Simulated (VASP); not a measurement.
# Sr3Ca (Pm-3m) in VASP: notebook

Runs on Sr3Ca. Level: LDA. Tasks: single point.

Program: VASP 6.6.1. These are calculated values, not measurements. Logs are shortened: lines on timing, memory, paths and dates and some standing lists are left out, and cuts for length are marked.

### 1 The cell of the first run

The structure is cubic, space group Pm-3m (No. 221). Conventional cell: a = 5.989 Å, b = 5.989 Å, c = 5.989 Å, α = 90.00°, β = 90.00°, γ = 90.00°. Within 5.6 Å of Sr (site symmetry 4/mmm) lie 8 Sr at 4.23 Å and 4 Ca at 4.23 Å. Within 5.6 Å of Ca (site symmetry m-3m) lie 12 Sr at 4.23 Å.

### 2 Single point, LDA

Contents of INCAR:

```
SYSTEM = Sr3Ca
  PREC = Accurate
  ENCUT = 520
  EDIFF = 1E-6
  ISMEAR = -1
  SIGMA = 0.05
  LREAL = .False.
  LASPH = .True.
  NELM = 100
  ALGO = Normal
  ISIF = 2
  LWAVE = .False.
  LCHARG = .False.
  GGA = CA
  NBANDS = 28
```

Contents of KPOINTS:

```
Automatic mesh
0
Gamma
  5 5 5
  0 0 0
```

Contents of POSCAR:

```
Sr3Ca
1.0
    5.9887522400      0.0000000000      0.0000000000
    0.0000000000      5.9887522400      0.0000000000
    0.0000000000      0.0000000000      5.9887522400
Sr Ca
3 1
Direct
    0.0000000000      0.5000000000      0.5000000000
    0.5000000000      0.0000000000      0.5000000000
    0.5000000000      0.5000000000      0.0000000000
    0.0000000000      0.0000000000      0.0000000000
```

Potentials or basis: VASP PAW LDA potentials, release 64 (Sr_sv, Ca_sv).

On the command line:

```bash
cat potpaw_LDA.64/Sr_sv/POTCAR potpaw_LDA.64/Ca_sv/POTCAR > POTCAR
mpirun -np 1 vasp_std > vasp.out
```

OUTCAR:

```text
SYSTEM = Sr3Ca
   PREC = Accurate
   ENCUT = 520
   EDIFF = 1E-6
   ISMEAR = -1
   LREAL = .False.
   LASPH = .True.
   NELM = 100
   ISIF = 2
   GGA = CA

 ion  position               nearest neighbor table
   1  0.000  0.500  0.500-   2 4.23   3 4.23   3 4.23   2 4.23   2 4.23   3 4.23   3 4.23   2 4.23

   2  0.500  0.000  0.500-   1 4.23   3 4.23   3 4.23   1 4.23   3 4.23   3 4.23   1 4.23   1 4.23

   3  0.500  0.500  0.000-   1 4.23   2 4.23   1 4.23   2 4.23   2 4.23   2 4.23   1 4.23   1 4.23

   4  0.000  0.000  0.000-

  LATTYP: Found a simple cubic cell.
 ALAT       =     5.9887522400

  Lattice vectors:

 A1 = (   5.9887522400,   0.0000000000,   0.0000000000)
 A2 = (   0.0000000000,   5.9887522400,   0.0000000000)
 A3 = (   0.0000000000,   0.0000000000,   5.9887522400)

Analysis of symmetry for initial positions (statically):
=====================================================================
 Subroutine PRICEL returns:
 Original cell was already a primitive cell.

 Routine SETGRP: Setting up the symmetry group for a
 simple cubic supercell.

 Subroutine GETGRP returns: Found 48 space group operations
 (whereof 48 operations were pure point group operations)
 out of a pool of 48 trial point group operations.

The static configuration has the point symmetry O_h .

Analysis of symmetry for dynamics (positions and initial velocities):
=====================================================================
 Subroutine PRICEL returns:
 Original cell was already a primitive cell.

 Routine SETGRP: Setting up the symmetry group for a
 simple cubic supercell.

 Subroutine GETGRP returns: Found 48 space group operations
 (whereof 48 operations were pure point group operations)
 out of a pool of 48 trial point group operations.

The dynamic configuration has the point symmetry O_h .

 Subroutine INISYM returns: Found 48 space group operations
 (whereof 48 operations are pure point group operations),
 and found     1 'primitive' translations

----------------------------------------------------------------------------------------

                                     Primitive cell

  volume of cell :     214.7875

  direct lattice vectors                    reciprocal lattice vectors
     5.988752240  0.000000000  0.000000000     0.166979691  0.000000000  0.000000000
     0.000000000  5.988752240  0.000000000     0.000000000  0.166979691  0.000000000
     0.000000000  0.000000000  5.988752240     0.000000000  0.000000000  0.166979691

  length of vectors
     5.988752240  5.988752240  5.988752240     0.166979691  0.166979691  0.166979691

  position of ions in fractional coordinates (direct lattice)
     0.000000000  0.500000000  0.500000000
     0.500000000  0.000000000  0.500000000
     0.500000000  0.500000000  0.000000000
     0.000000000  0.000000000  0.000000000

  ion indices of the primitive-cell ions
   primitive index   ion index
                 1           1
                 2           2
                 3           3
                 4           4

----------------------------------------------------------------------------------------

 KPOINTS: Automatic mesh

Automatic generation of k-mesh.
 Grid dimensions read from file:
 generate k-points for:    5    5    5

 Generating k-lattice:

  Cartesian coordinates                     Fractional coordinates (reciprocal lattice)
     0.033395938  0.000000000  0.000000000     0.200000000  0.000000000  0.000000000
     0.000000000  0.033395938  0.000000000     0.000000000  0.200000000  0.000000000
     0.000000000  0.000000000  0.033395938     0.000000000  0.000000000  0.200000000

  Length of vectors
     0.033395938  0.033395938  0.033395938

  Shift w.r.t. Gamma in fractional coordinates (k-lattice)
     0.000000000  0.000000000  0.000000000

 Subroutine IBZKPT returns following result:
 ===========================================

 Found     10 irreducible k-points:

 Following reciprocal coordinates:
            Coordinates               Weight
  0.000000  0.000000  0.000000      1.000000
  0.200000  0.000000  0.000000      6.000000
  0.400000  0.000000  0.000000      6.000000
  0.200000  0.200000  0.000000     12.000000
  0.400000  0.200000  0.000000     24.000000
  0.400000  0.400000  0.000000     12.000000
  0.200000  0.200000  0.200000      8.000000
  0.400000  0.200000  0.200000     24.000000
  0.400000  0.400000  0.200000     24.000000
  0.400000  0.400000  0.400000      8.000000
   k-points           NKPTS =     10   k-points in BZ     NKDIM =     10   number of bands    NBANDS=     28
   number of dos      NEDOS =    301   number of ions     NIONS =      4
   total plane-waves  NPLWV = 110592
   dimension x,y,z NGX =    48 NGY =   48 NGZ =   48
   dimension x,y,z NGXF=    96 NGYF=   96 NGZF=   96
   ions per type =               3   1
   NGX,Y,Z   is equivalent  to a cutoff of  13.32, 13.32, 13.32 a.u.
   NGXF,Y,Z  is equivalent  to a cutoff of  26.65, 26.65, 26.65 a.u.
 SYSTEM =  Sr3Ca
   PREC   = accura    normal or accurate (medium, high low for compatibility)
   ISTART =      0    job   : 0-new  1-cont  2-samecut
   ICHARG =      2    charge: 1-file 2-atom 10-const
   ISPIN  =      1    spin polarized calculation?
   LNONCOLLINEAR =      F non collinear calculations
   LSORBIT =      F    spin-orbit coupling
   LASPH  =      T    aspherical Exc in radial PAW
   ENCUT  =  520.0 eV  38.22 Ry    6.18 a.u.  11.14 11.14 11.14*2*pi/ulx,y,z
   NELM   =    100;   NELMIN=  2; NELMDL= -5     # of ELM steps
   EDIFF  = 0.1E-05   stopping-criterion for ELM
   LREAL  =      F    real-space projection
   EDIFFG = 0.1E-04   stopping-criterion for IOM
   NSW    =      0    number of steps for IOM
   IBRION =     -1    ionic relax: 0-MD 1-quasi-New 2-CG
   NFREE  =      0    steps in history (QN), initial steepest desc. (CG)
   ISIF   =      2    stress and relaxation
   ISYM   =      2    0-nonsym 1-usesym 2-fastsym
   POTIM  = 0.5000    time-step for ionic-motion
   TEBEG  =    0.0;   TEEND  =   0.0 temperature during run
   PSTRESS=    0.0 pullay stress
   NELECT =      40.0000    total number of electrons
   NUPDOWN=      -1.0000    fix difference up-down
   EMIN   =  10.00;   EMAX   =-10.00  energy-range for DOS
   EFERMI =   0.00;   METHOD = LEGACY
   ISMEAR =    -1;   SIGMA  =   0.05  broadening in eV -4-tet -1-fermi 0-gaus
   EFERMI_NEDOS =   21; number of points for ismear=-14 and -15
   IALGO  =     38    algorithm
   IMIX   =      4    mixing-type and parameters
     AMIX     =   0.40;   BMIX     =  1.00
     AMIX_MAG =   1.60;   BMIX_MAG =  1.00
  volume/ion in A,a.u.               =      53.70       362.36
  Fermi-wavevector in a.u.,A,eV,Ry     =   0.934886  1.766678 11.891643  0.874011
  Thomas-Fermi vector in A             =   2.061736
   LORBIT       =      0    0 simple, 1 ext, 2 COOP (PROOUT), +10 PAW based schemes
   GGA     = CA    functional components
   LHFCALC =     F    Hartree Fock is set to
   AEXX    =    0.0000 exact exchange contribution
   IVDW    =     0    specifies the selected vdW correction
   LEPSILON=     F    determine dielectric tensor
   LRPA    =     F    only Hartree local field effects (RPA)
 non-spin polarized calculation
  energy-cutoff  :      520.00
  volume of cell :      214.79
 maximum number of plane-waves:      5809
 NGX is ok and might be reduce to    48
   NGX = 23   NGY = 23   NGZ = 23

 number of electron      39.9999999 magnetization

 Free energy of the ion-electron system (eV)
  ---------------------------------------------------
  ext. energy  EPLUGINS =         0.00000000
  ---------------------------------------------------
  free energy    TOTEN  =        -7.67925977 eV

  energy without entropy =       -7.62940557  energy(sigma->0) =       -7.65433267

 E-fermi :   1.3858     XC(G=0):  -7.5313

 val. band max:        1.3639198758   @ k =   0.4000   0.2000   0.0000
 cond. band min:       1.4296129389   @ k =   0.4000   0.4000   0.4000
 fundamental gap:      0.0656930630
 Fermi energy:         1.3858183317

 k-point     1 :       0.0000    0.0000    0.0000
  band No.  band energies     occupation
      1     -40.6666      2.00000
      2     -35.0693      2.00000
      3     -35.0533      2.00000
      4     -35.0533      2.00000
      5     -21.9313      2.00000
      6     -21.9313      2.00000
[... 20 lines left out ...]
     27       3.4896      0.00000
     28       3.4896      0.00000

 k-point     2 :       0.2000    0.0000    0.0000
  band No.  band energies     occupation
      1     -40.6666      2.00000
      2     -35.0679      2.00000
      3     -35.0546      2.00000
      4     -35.0533      2.00000
      5     -21.9314      2.00000
      6     -21.9313      2.00000
[... 20 lines left out ...]
     27       3.2463      0.00000
     28       3.5822      0.00000

 k-point     3 :       0.4000    0.0000    0.0000
  band No.  band energies     occupation
      1     -40.6666      2.00000
      2     -35.0648      2.00000
      3     -35.0577      2.00000
      4     -35.0533      2.00000
      5     -21.9315      2.00000
      6     -21.9313      2.00000
[... 20 lines left out ...]
     27       2.9774      0.00000
     28       3.5131      0.00000

 k-point     4 :       0.2000    0.2000    0.0000
  band No.  band energies     occupation
      1     -40.6666      2.00000
      2     -35.0667      2.00000
      3     -35.0551      2.00000
      4     -35.0540      2.00000
      5     -21.9315      2.00000
      6     -21.9314      2.00000
[... 20 lines left out ...]
     27       3.0496      0.00000
     28       3.6190      0.00000

 k-point     5 :       0.4000    0.2000    0.0000
  band No.  band energies     occupation
      1     -40.6666      2.00000
      2     -35.0638      2.00000
      3     -35.0578      2.00000
      4     -35.0543      2.00000
      5     -21.9315      2.00000
      6     -21.9314      2.00000
[... 20 lines left out ...]
     27       2.8694      0.00000
     28       3.4349      0.00000

 k-point     6 :       0.4000    0.4000    0.0000
  band No.  band energies     occupation
      1     -40.6665      2.00000
      2     -35.0612      2.00000
      3     -35.0581      2.00000
      4     -35.0565      2.00000
      5     -21.9316      2.00000
      6     -21.9316      2.00000
[... 20 lines left out ...]
     27       2.5686      0.00000
     28       3.0655      0.00000

 k-point     7 :       0.2000    0.2000    0.2000
  band No.  band energies     occupation
      1     -40.6666      2.00000
      2     -35.0656      2.00000
      3     -35.0551      2.00000
      4     -35.0551      2.00000
      5     -21.9315      2.00000
      6     -21.9315      2.00000
[... 20 lines left out ...]
     27       2.8450      0.00000
     28       3.6431      0.00000

 k-point     8 :       0.4000    0.2000    0.2000
  band No.  band energies     occupation
      1     -40.6665      2.00000
      2     -35.0629      2.00000
      3     -35.0578      2.00000
      4     -35.0551      2.00000
      5     -21.9316      2.00000
      6     -21.9314      2.00000
[... 20 lines left out ...]
     27       2.9142      0.00000
     28       3.4936      0.00000

 k-point     9 :       0.4000    0.4000    0.2000
  band No.  band energies     occupation
      1     -40.6665      2.00000
      2     -35.0608      2.00000
      3     -35.0581      2.00000
      4     -35.0570      2.00000
      5     -21.9316      2.00000
      6     -21.9316      2.00000
[... 20 lines left out ...]
     27       2.9212      0.00000
     28       3.3068      0.00000

 k-point    10 :       0.4000    0.4000    0.4000
  band No.  band energies     occupation
      1     -40.6665      2.00000
      2     -35.0596      2.00000
      3     -35.0581      2.00000
      4     -35.0581      2.00000
      5     -21.9317      2.00000
      6     -21.9317      2.00000
[... 20 lines left out ...]
     27       3.1749      0.00000
     28       3.4363      0.00000

------------------------ aborting loop because EDIFF is reached ----------------------------------------

  FORCE on cell =-STRESS in cart. coord.  units (eV):
  Direction    XX          YY          ZZ          XY          YZ          ZX
  --------------------------------------------------------------------------------------
  -------------------------------------------------------------------------------------
  Total       -2.4180444     -2.4180444     -2.4180444     -0.0000000     -0.0000000     -0.0000000
  in kB      -18.0370630    -18.0370630    -18.0370630     -0.0000000     -0.0000000     -0.0000000
  external PRESSURE =     -18.0370630 kB  Pullay stress =       0.0000000 kB

 VOLUME and BASIS-vectors are now :
 -----------------------------------------------------------------------------
  energy-cutoff  :      520.00
  volume of cell :      214.79
      direct lattice vectors                 reciprocal lattice vectors
     5.988752240  0.000000000  0.000000000     0.166979691  0.000000000  0.000000000
     0.000000000  5.988752240  0.000000000     0.000000000  0.166979691  0.000000000
     0.000000000  0.000000000  5.988752240     0.000000000  0.000000000  0.166979691

 POSITION                                       TOTAL-FORCE (eV/Angst)
 -----------------------------------------------------------------------------------
      0.00000      2.99438      2.99438         0.000000      0.000000      0.000000
      2.99438      0.00000      2.99438         0.000000      0.000000      0.000000
      2.99438      2.99438      0.00000         0.000000      0.000000      0.000000
      0.00000      0.00000      0.00000         0.000000      0.000000      0.000000
 -----------------------------------------------------------------------------------
    total drift:                                0.000000     -0.000000     -0.000000

  FREE ENERGIE OF THE ION-ELECTRON SYSTEM (eV)
  ---------------------------------------------------
  free  energy   TOTEN  =        -7.6792597695 eV

  energy  without entropy=       -7.6294055707  energy(sigma->0) =       -7.65433267
```

Wall time 22 s (1 thread of Intel Xeon 6975P-C (Granite Rapids), shared host); peak memory 0.27 GiB.

Results:

- Free energy: -7.6793 eV
- Pressure: -1.8 GPa
- Band gap on the k mesh: zero (bands 20 and 21 overlap by 0.04 eV)

### 3 Single point, LDA

Contents of INCAR:

```
PREC = Accurate
ENCUT = 520
EDIFF = 1E-6
ISMEAR = -1
SIGMA = 0.05
LREAL = False
LASPH = True
NELM = 80
ALGO = Normal
ISIF = 2
LWAVE = False
LCHARG = False
NBANDS = 28
```

Contents of KPOINTS:

```
Automatic mesh
0
Gamma
  5 5 5
```

POSCAR is that of step 2.

Potentials or basis: VASP PAW LDA potentials, release 64 (Sr_sv, Ca_sv).

On the command line:

```bash
cat potpaw_LDA.64/Sr_sv/POTCAR potpaw_LDA.64/Ca_sv/POTCAR > POTCAR
mpirun -np 1 vasp_std > vasp.out
```

Run time: 20 s. Hardware: 1 thread of Intel Xeon 6975P-C (Granite Rapids), shared host; peak memory 0.27 GiB.

It converged, with:

```yaml
Free_energy: -7.6793 eV
Pressure: -1.8 GPa
Band_gap_on_the_k_mesh: zero (bands 20 and 21 overlap by 0.04 eV)
```

Levels at points of the mesh, in eV from the Fermi level:
```tsv
k point	band 17	band 18	band 19	band 20	band 21	band 22	band 23	band 24
(0.00, 0.00, 0.00)	-3.70	-0.77	-0.53	-0.53	0.34	0.34	0.34	0.97
```
